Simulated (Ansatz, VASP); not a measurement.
# V in VASP and in Ansatz

File INCAR:

```
SYSTEM = V
PREC = Accurate
ENCUT = 520
EDIFF = 1E-6
ISMEAR = -1
SIGMA = 0.08
LREAL = .False.
LASPH = .True.
NELM = 80
ALGO = Normal
ISIF = 2
LWAVE = .False.
LCHARG = .False.
GGA = PE
NBANDS = 12
```

KPOINTS

```
regular mesh
0
Gamma
  15 15 15
  0 0 0
```

POSCAR

```
V
1.0
    2.0677479897      0.0000000000      0.0000000000
    0.0000000000      2.0677479897      0.0000000000
    0.0000000000      0.0000000000      2.0677479897
V
1
Direct
    0.0000000000      0.0000000000      0.0000000000
```

Input for Ansatz:

```yaml
crystal:
  lattice:
    - [2.0677479897, 0.0, 0.0]
    - [0.0, 2.0677479897, 0.0]
    - [0.0, 0.0, 2.0677479897]
  atoms:
    - { symbol: V, position: [0.0, 0.0, 0.0] }
kpoints:
  mp_grid: { grid: [15, 15, 15] }
scf:
  occupations: { method: fermi_dirac, width: 0.08 }
hamiltonian:
  xc: pbe
  pseudopotentials: { kind: paw }
output:
  forces: true
  stress: true
  eigenvalues: true
  populations: true
```

Change from the starting cell: volume scaled by 0.6, PAW files.

Alike in both runs: task single point; functional PBE; k mesh 15 × 15 × 15; occupations fermi-dirac, width 0.08 eV; no spin polarisation.

```csv
,VASP,Ansatz
version,VASP 6.6.1,Ansatz 0.2.0
potentials or method,"VASP PAW PBE potentials, release 64 (V_sv)","PAW with Ansatz's default frozen-core files, scalar-relativistic"
plane-wave cutoff (eV),520,420
valence electrons in the cell,13,13
```

|  | VASP | Ansatz | Ansatz less VASP |
| --- | --- | --- | --- |
| pressure (GPa) | 189.1 | 181.7 | -7.42 |

Both programs put the cell under a high pressure, so it lies far from rest at this level. The functional is the same, so the differences come from potentials, cutoffs and numerics.

Noted on VASP's run: the cell as given lies far from equilibrium.
